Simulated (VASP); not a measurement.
A run of VASP 6.6.1:

INCAR

```
ALGO = Normal ; EDIFF = 1E-7
ENCUT = 520 ; GGA = PE
ISIF = 2 ; ISMEAR = 0
IVDW = 12 ; LASPH = True
LCHARG = False ; LREAL = False
LWAVE = False ; NBANDS = 28
NELM = 60 ; PREC = Accurate
SIGMA = 0.1
```

The input KPOINTS:

```
k-points
0
Gamma
  6 6 4
```

The input POSCAR:

```
SnO
1.0
    3.7986000000      0.0000000000      0.0000000000
    0.0000000000      3.7986000000      0.0000000000
    0.0000000000      0.0000000000      4.8408000000
Sn O
2 2
Direct
    0.5000000000      0.0000000000      0.2369000000
    0.0000000000      0.5000000000      0.7631000000
    0.0000000000      0.0000000000      0.0000000000
    0.5000000000      0.5000000000      0.0000000000
```

Potentials or basis: VASP PAW PBE potentials, release 64 (Sn_d, O).

The run is started by

```bash
$ cat potpaw_PBE.64/Sn_d/POTCAR potpaw_PBE.64/O/POTCAR > POTCAR
$ mpirun -np 1 vasp_std > vasp.out
```

Hardware: 1 thread of Intel(R) Xeon(R) Platinum 8488C (Sapphire Rapids) (shared host).

Q: How long does it take, and how much memory?

A: Run time: 30 s on 1 thread of Intel(R) Xeon(R) Platinum 8488C (Sapphire Rapids), with other jobs on the host, peak memory 0.2 GiB. Counts: scf iterations 15, k points 30.
